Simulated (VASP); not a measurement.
Write the native input for VASP 6.6.1 that does the following.

- Task: single point
- Functional: PBEsol
- Potentials or basis: VASP PAW PBE potentials, release 64 (Rh_pv)
- Cutoff: 520 eV
- k mesh: 21 × 21 × 21
- Occupations: fermi-dirac, width 0.1 eV
- Spin: no spin polarisation
- Dipole correction: no
- Further INCAR settings: ALGO = Normal; EDIFF = 1e-06; NBANDS = 14

The structure of Rh lies in POSCAR:

```
Rh
1.0
    0.0000000000      1.5965180669      1.5965180669
    1.5965180669      0.0000000000      1.5965180669
    1.5965180669      1.5965180669      0.0000000000
Rh
1
Direct
    0.0000000000      0.0000000000      0.0000000000
```

This cell differs from its parent crystal: volume scaled by 0.602, to set the pressure.

One way to write it, as run:

INCAR

```
SYSTEM = Rh
PREC = Accurate
ENCUT = 520
EDIFF = 1E-6
ISMEAR = -1
SIGMA = 0.1
LREAL = .FALSE.
LASPH = .TRUE.
NELM = 80
ALGO = Normal
ISIF = 2
LWAVE = .FALSE.
LCHARG = .TRUE.
GGA = PS
LELF = .TRUE.
LVHAR = .TRUE.
NBANDS = 14
```

KPOINTS

```
regular mesh
0
G
  21 21 21
  0 0 0
```

Potentials or basis: VASP PAW PBE potentials, release 64 (Rh_pv).

Command:

```console
$ cat potpaw_PBE.64/Rh_pv/POTCAR > POTCAR
$ mpirun -np 1 vasp_std > vasp.out
```

Results of the run:

* Pressure: 518.7 GPa

Caveat: the cell differs from its parent crystal (volume scaled by 0.602, to set the pressure); the PAW data sets were made with another functional, which shifts forces and pressure a little.

It took 29 s on 1 thread of Intel Xeon 8259CL (shared host), peak memory 0.15 GiB.
